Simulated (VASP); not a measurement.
**Fe: relaxation of cell and atoms with RPBE**

Fe:

```xyz
2
Lattice="2.5538 0.0000 0.0000 -1.2769 2.2116 0.0000 0.0000 0.0000 4.1703" Properties=species:S:1:pos:R:3 pbc="T T T"
Fe    0.0000    1.4744    1.0426
Fe    1.2769    0.7372    3.1277
```

```
Program                : VASP 6.6.1
Task                   : relaxation of cell and atoms
Functional             : RPBE
Potentials or basis    : VASP PAW PBE potentials, release 64 (Fe)
Cutoff                 : 600 eV
k mesh                 : 14 × 14 × 8
Occupations            : fermi-dirac, width 0.1 eV
Spin                   : no spin polarisation
Dipole correction      : no
Further INCAR settings : ALGO = Normal; EDIFF = 1e-06; IBRION = 2; EDIFFG = -0.01; NSW = 80; ISIF = 3
```

```yaml
Relaxed_volume: 10.41 Å³/atom
Relaxed_cell: a = 2.477 Å, b = 2.477 Å, c = 3.916 Å, α = 90.00°, β = 90.00°, γ = 120.00°
Space_group_after_relaxing_to_0.05_Å: P6_3/mmc (No. 194)
Energy_gained_by_relaxing: 126.6 meV/atom
Ionic_steps: 9
Pressure_after_relaxing: 0.1 GPa
Band_gap_on_the_k_mesh: zero (band 8 reaches 7.68 eV, above the bottom of band 9 at 5.90 eV)
```

The path:
| step | energy change (eV) | largest force (eV/Å) | pressure (GPa) | volume (Å³) |
| --- | --- | --- | --- | --- |
| 1 | 0.0000 | 0.0000 | -24.43 | 23.55 |
| 2 | 0.1868 | 0.0000 | 56.27 | 17.94 |
| 3 | -0.2485 | 0.0000 | -0.56 | 20.86 |
| 4 | -0.2488 | 0.0000 | 0.38 | 20.79 |
| 5 | -0.2488 | 0.0000 | 1.05 | 20.74 |
| 6 | -0.2528 | 0.0000 | 0.53 | 20.77 |
| 7 | -0.2530 | 0.0000 | 0.67 | 20.77 |
| 8 | -0.2529 | 0.0000 | -0.81 | 20.88 |
| 9 | -0.2531 | 0.0000 | 0.07 | 20.82 |

Final structure:
```
Fe
1.0
     2.47731    0.00000    0.00000
    -1.23865    2.14541    0.00000
     0.00000    0.00000    3.91645
Fe
2
Cartesian
  0.0000 1.4303 0.9791
  1.2387 0.7151 2.9373
```

Levels at points of the mesh, in eV from the Fermi level:
```
           k point  band 6  band 7  band 8  band 9  band 10  band 11
(0.00, 0.00, 0.00)   -1.14   -1.14   -0.81   -0.81     0.53     0.69
(0.50, 0.00, 0.00)   -1.47   -1.02    0.79    1.01     1.04     2.61
(0.00, 0.00, 0.50)   -1.70   -1.70   -1.70    0.31     0.31     0.31
(0.50, 0.00, 0.50)   -0.62    0.11    0.11    0.93     0.93     2.43
```

It took 94 s on 1 thread of Intel(R) Xeon(R) Platinum 8488C (Sapphire Rapids), on a shared host, peak memory 0.18 GiB.

Caveat: the PAW data sets were made with another functional, which shifts forces and pressure a little; the run has no spin polarisation, though such a crystal can be magnetic. Spin polarisation is off, so any magnetic state and its effect on volume and gap are missing.
